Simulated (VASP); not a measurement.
Set up this calculation in VASP 6.6.1, as the native input.

* Task: relaxation of cell and atoms
* Functional: RPBE
* Potentials or basis: VASP PAW PBE potentials, release 64 (Ta_pv, Si)
* Cutoff: 600 eV
* k mesh: 7 × 7 × 4
* Occupations: fermi-dirac, width 0.05 eV
* Spin: no spin polarisation
* Dipole correction: no
* Further INCAR settings: ALGO = Normal; EDIFF = 1e-07; IBRION = 2; EDIFFG = -0.01; NSW = 60; ISIF = 3

The structure of TaSi2 lies in POSCAR:

```
TaSi2
1.0
    4.7839000000      0.0000000000      0.0000000000
   -2.3919500000      4.1429789292      0.0000000000
    0.0000000000      0.0000000000      6.5700000000
Ta Si
3 6
Direct
    0.0000000000      0.5000000000      0.3333333333
    0.5000000000      0.5000000000      0.6666666667
    0.5000000000      0.0000000000      0.0000000000
    0.3179400000      0.1589700000      0.3333333333
    0.1589700000      0.8410300000      0.6666666667
    0.8410300000      0.6820600000      0.0000000000
    0.6820600000      0.8410300000      0.3333333333
    0.8410300000      0.1589700000      0.6666666667
    0.1589700000      0.3179400000      0.0000000000
```

One way to write it, as run:

INCAR

```
SYSTEM = TaSi2
ALGO = Normal
EDIFF = 1E-7
EDIFFG = -0.01
ENCUT = 600
GGA = RP
IBRION = 2
ISIF = 3
ISMEAR = -1
LASPH = .TRUE.
LCHARG = .FALSE.
LREAL = .FALSE.
LWAVE = .FALSE.
NELM = 80
NSW = 60
PREC = Accurate
SIGMA = 0.05
```

KPOINTS

```
k-points
0
G
  7 7 4
  0 0 0
```

Potentials or basis: VASP PAW PBE potentials, release 64 (Ta_pv, Si).

Command:

```sh
$ cat potpaw_PBE.64/Ta_pv/POTCAR potpaw_PBE.64/Si/POTCAR > POTCAR
$ mpirun -np 1 vasp_std > vasp.out
```

Results of the run:

- Relaxed volume: 14.84 Å³/atom
- Relaxed cell: a = 4.822 Å, b = 4.822 Å, c = 6.633 Å, α = 90.00°, β = 90.00°, γ = 120.00°
- Space group after relaxing (to 0.1 Å): P6_422 (No. 181)
- Energy gained by relaxing: 5.8 meV/atom
- Ionic steps: 6
- Pressure after relaxing: 0.0 GPa
- Largest force after relaxing: 0.005 eV/Å
- Band gap on the k mesh: zero (an odd number of electrons rules out a gap without spin polarisation)

Caveat: the PAW data sets were made with another functional, which shifts forces and pressure a little; spin-orbit coupling is left out, which moves the levels of the heavy elements.

It took 8 min on 1 thread of AMD EPYC 7R43 64-Core Processor (Zen 3), on a shared host, peak memory 0.33 GiB.
